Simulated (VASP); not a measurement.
Wanted: the native input for a VASP 6.6.1 run.

| Quantity | Value |
| --- | --- |
| Task | single point |
| Functional | PBE |
| Potentials or basis | VASP PAW PBE potentials, release 64 (Mg, Te) |
| Cutoff | 520 eV |
| k mesh | 3 × 3 × 2 |
| Occupations | gaussian, width 0.2 eV |
| Spin | no spin polarisation |
| Dipole correction | no |
| Further INCAR settings | LREAL = Auto; ALGO = Normal; EDIFF = 1e-06; NBANDS = 34 |

The structure of Mg7Te lies in POSCAR:

```
Mg7Te
1.0
    6.2803866744      0.0000000000      0.0000000000
   -3.1401933372      5.4389744056      0.0000000000
    0.0000000000      0.0000000000     11.1984991686
Mg Te
14 2
Direct
    0.5000000000      0.5000000000      0.0000000000
    0.8333882180      0.6667764360      0.7500000000
    0.8333882180      0.1666117820      0.7500000000
    0.1666117820      0.8333882180      0.2500000000
    0.6667764360      0.8333882180      0.2500000000
    0.5000000000      0.0000000000      0.5000000000
    0.6666666667      0.3333333333      0.2500000000
    0.5000000000      0.0000000000      0.0000000000
    0.5000000000      0.5000000000      0.5000000000
    0.0000000000      0.5000000000      0.5000000000
    0.1666117820      0.3332235640      0.2500000000
    0.0000000000      0.5000000000      0.0000000000
    0.3332235640      0.1666117820      0.7500000000
    0.3333333333      0.6666666667      0.7500000000
    0.0000000000      0.0000000000      0.5000000000
    0.0000000000      0.0000000000      0.0000000000
```

These files were run (other wordings do the same):

INCAR

```
SYSTEM = Mg7Te
  PREC = Accurate
  ENCUT = 520
  EDIFF = 1E-6
  ISMEAR = 0
  SIGMA = 0.2
  LREAL = Auto
  LASPH = .TRUE.
  NELM = 100
  ALGO = Normal
  ISIF = 2
  LWAVE = .FALSE.
  LCHARG = .TRUE.
  GGA = PE
  LELF = .TRUE.
  LVHAR = .TRUE.
  NBANDS = 34
```

KPOINTS

```
regular mesh
0
G
  3 3 2
  0 0 0
```

Potentials or basis: VASP PAW PBE potentials, release 64 (Mg, Te).

The run is started by

```console
$ cat potpaw_PBE.64/Mg/POTCAR potpaw_PBE.64/Te/POTCAR > POTCAR
$ mpirun -np 1 vasp_std > vasp.out
```

Results of the run:

The pressure is -0.3 GPa. The largest force is 0.015 eV/Å. The band gap on the k mesh is zero (bands 20 and 21 overlap by 1.06 eV).

Caveat: the k points lie up to 0.39 Å⁻¹ apart, too coarse for converged energies and pressures of a metal; spin-orbit coupling is left out, which moves the levels of the heavy elements.

It took 3.9 min on 1 thread of Intel Xeon 8259CL, on a shared host, peak memory 0.46 GiB.
